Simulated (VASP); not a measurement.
# NaI (I4_1/amd) in VASP: notebook

The runs below take NaI through single point, with PBE.

All numbers are computed with VASP 6.6.1; they aren't measurements. Logs are shortened: lines on timing, memory, paths and dates and some standing lists are left out, and cuts for length are marked.

## Step 1: The cell of the first run

It takes space group I4_1/amd (No. 141, tetragonal). Conventional cell: a = 4.458 Å, b = 4.458 Å, c = 16.838 Å, α = 90.00°, β = 90.00°, γ = 90.00°. I (site symmetry -4m2) has 4 Na at 3.15 Å within 4.1 Å. Within 4.1 Å of Na (site symmetry -4m2) lie 4 I at 3.15 Å.

## Step 2: Single point, PBE

INCAR reads:

```
SYSTEM = NaI
PREC     = Accurate       ! precision mode
ENCUT    = 520            ! plane-wave cutoff, eV
EDIFF    = 1E-6           ! SCF threshold, eV
ISMEAR   = -1             ! smearing method
SIGMA    = 0.05           ! smearing width, eV
LREAL    = .FALSE.        ! projectors in reciprocal space
LASPH    = .TRUE.         ! aspherical terms in the spheres
NELM     = 100            ! most SCF steps
ALGO     = Normal         ! electronic algorithm
ISIF     = 2              ! what is computed and relaxed
LWAVE    = .FALSE.        ! write WAVECAR
LCHARG   = .TRUE.         ! write CHGCAR
GGA      = PE             ! functional
LELF     = .TRUE.         ! ELF
LVHAR    = .TRUE.       
NBANDS   = 22             ! bands
```

KPOINTS reads:

```
regular mesh
0
G
  9 9 9
  0 0 0
```

POSCAR reads:

```
NaI
1.0
   -2.2291795797      2.2291795797      8.4191628328
    2.2291795797     -2.2291795797      8.4191628328
    2.2291795797      2.2291795797     -8.4191628328
I Na
2 2
Direct
    0.0000000000      0.0000000000      0.0000000000
    0.7500000000      0.2500000000      0.5000000000
    0.5000000000      0.5000000000      0.0000000000
    0.2500000000      0.7500000000      0.5000000000
```

Potentials or basis: VASP PAW PBE potentials, release 64 (I, Na_pv).

Launch:

```console
> cat potpaw_PBE.64/I/POTCAR potpaw_PBE.64/Na_pv/POTCAR > POTCAR
> mpirun -np 1 vasp_std > vasp.out
```

OUTCAR:

```text
SYSTEM = NaI
   PREC = Accurate
   ENCUT = 520
   EDIFF = 1E-6
   ISMEAR = -1
   LREAL = .FALSE.
   LASPH = .TRUE.
   NELM = 100
   ISIF = 2
   GGA = PE

 ion  position               nearest neighbor table
   1  0.000  0.000  0.000-   3 3.15   3 3.15   3 3.15   3 3.15
   2  0.750  0.250  0.500-   4 3.15   4 3.15   4 3.15   4 3.15
   3  0.500  0.500  0.000-   1 3.15   1 3.15   1 3.15   1 3.15
   4  0.250  0.750  0.500-   2 3.15   2 3.15   2 3.15   2 3.15

  LATTYP: Found a body centered tetragonal cell.
 ALAT       =     4.4583591594
 C/A-ratio  =     3.7767988319

  Lattice vectors:

 A1 = (  -2.2291795797,   2.2291795797,   8.4191628328)
 A2 = (   2.2291795797,  -2.2291795797,   8.4191628328)
 A3 = (   2.2291795797,   2.2291795797,  -8.4191628328)

Analysis of symmetry for initial positions (statically):
=====================================================================
 Subroutine PRICEL returns:
 Original cell was already a primitive cell.

 Routine SETGRP: Setting up the symmetry group for a
 body centered tetragonal supercell.

 Subroutine GETGRP returns: Found 16 space group operations
 (whereof  8 operations were pure point group operations)
 out of a pool of 16 trial point group operations.

The static configuration has the point symmetry D_2d.
 The point group associated with its full space group is D_4h.

Analysis of symmetry for dynamics (positions and initial velocities):
=====================================================================
 Subroutine PRICEL returns:
 Original cell was already a primitive cell.

 Routine SETGRP: Setting up the symmetry group for a
 body centered tetragonal supercell.

 Subroutine GETGRP returns: Found 16 space group operations
 (whereof  8 operations were pure point group operations)
 out of a pool of 16 trial point group operations.

The dynamic configuration has the point symmetry D_2d.
 The point group associated with its full space group is D_4h.

 Subroutine INISYM returns: Found 16 space group operations
 (whereof  8 operations are pure point group operations),
 and found     1 'primitive' translations

----------------------------------------------------------------------------------------

                                     Primitive cell

  volume of cell :     167.3474

  direct lattice vectors                    reciprocal lattice vectors
[... 84 lines left out ...]
   ICHARG =      2    charge: 1-file 2-atom 10-const
   ISPIN  =      1    spin polarized calculation?
   LNONCOLLINEAR =      F non collinear calculations
   LSORBIT =      F    spin-orbit coupling
   LASPH  =      T    aspherical Exc in radial PAW
   ENCUT  =  520.0 eV  38.22 Ry    6.18 a.u.  16.72 16.72 16.72*2*pi/ulx,y,z
   NELM   =    100;   NELMIN=  2; NELMDL= -5     # of ELM steps
   EDIFF  = 0.1E-05   stopping-criterion for ELM
   LREAL  =      F    real-space projection
   EDIFFG = 0.1E-04   stopping-criterion for IOM
   NSW    =      0    number of steps for IOM
   IBRION =     -1    ionic relax: 0-MD 1-quasi-New 2-CG
   NFREE  =      0    steps in history (QN), initial steepest desc. (CG)
   ISIF   =      2    stress and relaxation
   ISYM   =      2    0-nonsym 1-usesym 2-fastsym
   POTIM  = 0.5000    time-step for ionic-motion
   TEBEG  =    0.0;   TEEND  =   0.0 temperature during run
   PSTRESS=    0.0 pullay stress
   NELECT =      28.0000    total number of electrons
   NUPDOWN=      -1.0000    fix difference up-down
   EMIN   =  10.00;   EMAX   =-10.00  energy-range for DOS
   EFERMI =   0.00;   METHOD = LEGACY
   ISMEAR =    -1;   SIGMA  =   0.05  broadening in eV -4-tet -1-fermi 0-gaus
   EFERMI_NEDOS =   21; number of points for ismear=-14 and -15
   IALGO  =     38    algorithm
   IMIX   =      4    mixing-type and parameters
     AMIX     =   0.40;   BMIX     =  1.00
     AMIX_MAG =   1.60;   BMIX_MAG =  1.00
  volume/ion in A,a.u.               =      41.84       282.33
  Fermi-wavevector in a.u.,A,eV,Ry     =   0.902100  1.704721 11.072200  0.813784
  Thomas-Fermi vector in A             =   2.025262
   LORBIT       =      0    0 simple, 1 ext, 2 COOP (PROOUT), +10 PAW based schemes
   GGA     = PE    functional components
   LHFCALC =     F    Hartree Fock is set to
   AEXX    =    0.0000 exact exchange contribution
   IVDW    =     0    specifies the selected vdW correction
   LEPSILON=     F    determine dielectric tensor
   LRPA    =     F    only Hartree local field effects (RPA)
 non-spin polarized calculation
  energy-cutoff  :      520.00
  volume of cell :      167.35
 maximum number of plane-waves:      4555
 NGX is ok and might be reduce to    70
   NGX = 33   NGY = 33   NGZ = 33

 number of electron      28.0000007 magnetization

 Free energy of the ion-electron system (eV)
  ---------------------------------------------------
  ext. energy  EPLUGINS =         0.00000000
  ---------------------------------------------------
  free energy    TOTEN  =       -10.30207827 eV

  energy without entropy =      -10.30207827  energy(sigma->0) =      -10.30207827

 E-fermi :   0.8987     XC(G=0):  -6.7683

 val. band max:       -0.2547806668   @ k =  -0.2222   0.2222   0.0000
 cond. band min:       2.7962306394   @ k =   0.0000   0.0000   0.0000
 fundamental gap:      3.0510113062
 Fermi energy:         0.8987488650

 k-point     1 :       0.0000    0.0000    0.0000
  band No.  band energies     occupation
      1     -23.1772      2.00000
      2     -23.1758      2.00000
      3     -23.1217      2.00000
      4     -23.1217      2.00000
      5     -23.1216      2.00000
      6     -23.1216      2.00000
[... 589 lines left out ...]
     21       8.5146      0.00000
     22       8.5457      0.00000

 [... further k-points ...]
[... 5 lines left out ...]
  --------------------------------------------------------------------------------------
  -------------------------------------------------------------------------------------
  Total       -0.2763552     -0.2763552      0.1134762      0.0000000     -0.0000000      0.0000000
  in kB       -2.6458138     -2.6458138      1.0864160      0.0000000     -0.0000000      0.0000000
  external PRESSURE =      -1.4017372 kB  Pullay stress =       0.0000000 kB

 VOLUME and BASIS-vectors are now :
 -----------------------------------------------------------------------------
  energy-cutoff  :      520.00
  volume of cell :      167.35
      direct lattice vectors                 reciprocal lattice vectors
    -2.229179580  2.229179580  8.419162833     0.000000000  0.224297766  0.059388328
     2.229179580 -2.229179580  8.419162833     0.224297766  0.000000000  0.059388328
     2.229179580  2.229179580 -8.419162833     0.224297766  0.224297766  0.000000000

 POSITION                                       TOTAL-FORCE (eV/Angst)
 -----------------------------------------------------------------------------------
      0.00000      0.00000      0.00000        -0.000000      0.000000     -0.000000
      0.00000      2.22918      4.20958         0.000000     -0.000000      0.000000
      0.00000      0.00000      8.41916        -0.000000     -0.000000     -0.000000
      2.22918      0.00000      4.20958        -0.000000      0.000000      0.000000
 -----------------------------------------------------------------------------------
    total drift:                                0.000000     -0.000000      0.000000

  FREE ENERGIE OF THE ION-ELECTRON SYSTEM (eV)
  ---------------------------------------------------
  free  energy   TOTEN  =       -10.3020782701 eV

  energy  without entropy=      -10.3020782700  energy(sigma->0) =      -10.30207827
```

OSZICAR:

```text
N       E                     dE             d eps       ncg     rms          rms(c)
DAV:   1     0.204300636150E+03    0.20430E+03   -0.12282E+04  3348   0.110E+03
DAV:   2     0.699139794533E+01   -0.19731E+03   -0.18792E+03  3822   0.272E+02
DAV:   3    -0.100719794646E+02   -0.17063E+02   -0.16981E+02  4056   0.865E+01
DAV:   4    -0.105709514983E+02   -0.49897E+00   -0.49868E+00  4092   0.160E+01
DAV:   5    -0.105908727511E+02   -0.19921E-01   -0.19921E-01  4614   0.320E+00    0.235E+00
DAV:   6    -0.103345381377E+02    0.25633E+00   -0.33414E-01  3858   0.237E+00    0.160E+00
DAV:   7    -0.102851010021E+02    0.49437E-01   -0.27462E-01  3972   0.201E+00    0.976E-01
DAV:   8    -0.103018068495E+02   -0.16706E-01   -0.28926E-02  3498   0.981E-01    0.375E-01
DAV:   9    -0.103010524691E+02    0.75438E-03   -0.90012E-04  4008   0.200E-01    0.111E-01
DAV:  10    -0.103020312632E+02   -0.97879E-03   -0.13605E-03  3534   0.198E-01    0.270E-02
DAV:  11    -0.103020607648E+02   -0.29502E-04   -0.68498E-05  4096   0.537E-02    0.103E-02
DAV:  12    -0.103020755276E+02   -0.14763E-04   -0.14684E-05  3636   0.247E-02    0.299E-03
DAV:  13    -0.103020782376E+02   -0.27100E-05   -0.36608E-06  3342   0.898E-03    0.119E-03
DAV:  14    -0.103020782701E+02   -0.32471E-07   -0.20064E-07  3262   0.311E-03
   1 F= -.10302078E+02 E0= -.10302078E+02  d E =-.284316E-10
```

It took 7 min on 1 thread of Intel Xeon 6975P-C (Granite Rapids), shared host; peak memory 0.78 GiB.

Results:

```
Free energy            : -10.3021 eV
Pressure               : -0.1 GPa
Band gap on the k mesh : 3.05 eV (least direct gap 3.10 eV)
```

Caveat: spin-orbit coupling is left out, which moves the levels of the heavy elements; an odd mesh through Γ misses points on the zone boundary, where band edges can lie.

## Step 3: Single point, PBE

This run uses another cell than the first one, of 42.66 Å³/atom.

INCAR reads:

```
  ALGO = Normal
  EDIFF = 1E-7
  ENCUT = 520
  GGA = PE
  ISIF = 2
  ISMEAR = -1
  LASPH = True
  LCHARG = True
  LELF = True
  LREAL = False
  LVHAR = True
  LWAVE = False
  NBANDS = 22
  NELM = 100
  PREC = Accurate
  SIGMA = 0.05
```

KPOINTS reads:

```
k-points
0
Gamma
  9 9 9
```

POSCAR reads:

```
NaI
1.0
   -2.2436551774      2.2436551774      8.4738342532
    2.2436551774     -2.2436551774      8.4738342532
    2.2436551774      2.2436551774     -8.4738342532
I Na
2 2
Direct
    0.0000000000      0.0000000000      0.0000000000
    0.7500000000      0.2500000000      0.5000000000
    0.5000000000      0.5000000000      0.0000000000
    0.2500000000      0.7500000000      0.5000000000
```

Potentials or basis: VASP PAW PBE potentials, release 64 (I, Na_pv).

Launch:

```console
> cat potpaw_PBE.64/I/POTCAR potpaw_PBE.64/Na_pv/POTCAR > POTCAR
> mpirun -np 1 vasp_std > vasp.out
```

Wall time 7.3 min (1 thread of Intel Xeon 6975P-C (Granite Rapids), shared host); peak memory 0.78 GiB.

The run converged. Its results:

```yaml
Free_energy: -10.2971 eV
Pressure: -0.4 GPa
Band_gap_on_the_k_mesh: 3.02 eV (least direct gap 3.06 eV)
```

Stress tensor (GPa, compression positive):
```
-0.56  0.00  0.00
 0.00 -0.56  0.00
 0.00  0.00  0.08
```

Levels at points of the mesh, in eV from the valence-band top:
| k point | band 11 | band 12 | band 13 | band 14 | band 15 | band 16 | band 17 | band 18 |
| --- | --- | --- | --- | --- | --- | --- | --- | --- |
| (0.00, 0.00, 0.00) | -0.34 | -0.32 | -0.32 | -0.04 | 3.02 | 4.59 | 5.98 | 6.34 |

Caveat: spin-orbit coupling is left out, which moves the levels of the heavy elements; an odd mesh through Γ misses points on the zone boundary, where band edges can lie.

## Step 4: Single point, PBE

This run uses another cell than the first one, of 43.48 Å³/atom.

INCAR reads:

```
PREC = Accurate
ENCUT = 520
EDIFF = 1E-7
ISMEAR = -1
SIGMA = 0.05
LREAL = False
LASPH = True
NELM = 80
ALGO = Normal
ISIF = 2
LWAVE = False
LCHARG = False
GGA = PE
NBANDS = 22
```

KPOINTS reads:

```
Automatic mesh
0
Gamma
  9 9 9
```

POSCAR reads:

```
NaI
1.0
   -2.2579463600      2.2579463600      8.5278091750
    2.2579463600     -2.2579463600      8.5278091750
    2.2579463600      2.2579463600     -8.5278091750
I Na
2 2
Direct
    0.0000000000      0.0000000000      0.0000000000
    0.7500000000      0.2500000000      0.5000000000
    0.5000000000      0.5000000000      0.0000000000
    0.2500000000      0.7500000000      0.5000000000
```

Launch:

```console
> cat potpaw_PBE.64/I/POTCAR potpaw_PBE.64/Na_pv/POTCAR > POTCAR
> mpirun -np 1 vasp_std > vasp.out
```

It took 7.6 min on 1 thread of Intel Xeon 6975P-C (Granite Rapids), shared host; peak memory 0.79 GiB.

The run converged. Its results:

- Free energy: -10.2881 eV
- Pressure: -0.5 GPa
- Band gap on the k mesh: 2.99 eV (least direct gap 3.03 eV)

Stress tensor (GPa, compression positive):
```
-0.83  0.00  0.00
 0.00 -0.83  0.00
 0.00  0.00  0.05
```

Levels at points of the mesh, in eV from the valence-band top:
```csv
k point,band 12,band 13,band 14,band 15,band 16,band 17
"(0.00, 0.00, 0.00)",-0.32,-0.32,-0.04,2.99,4.54,5.97
```

Caveat: spin-orbit coupling is left out, which moves the levels of the heavy elements; an odd mesh through Γ misses points on the zone boundary, where band edges can lie.

## Step 5: Overview

```csv
cell,gap on the mesh (eV),pressure (GPa)
"a = 8.990 Å, angles 151.3, 151.3, 41.1°, 4 atoms",3.05,-0.1
"a = 9.048 Å, angles 151.3, 151.3, 41.1°, 4 atoms",3.02,-0.4
"a = 9.106 Å, angles 151.3, 151.3, 41.1°, 4 atoms",2.99,-0.5
```

Alike in all rows: task single point; level PBE; potentials or basis VASP PAW PBE potentials, release 64 (I, Na_pv); no spin polarisation; k mesh 9 × 9 × 9; cutoff (eV) 520; smearing fermi-dirac 0.05 eV.

Caveats: spin-orbit coupling is left out, which moves the levels of the heavy elements; an odd mesh through Γ misses points on the zone boundary, where band edges can lie.

Absolute energies hang on the potentials; compare differences alone.
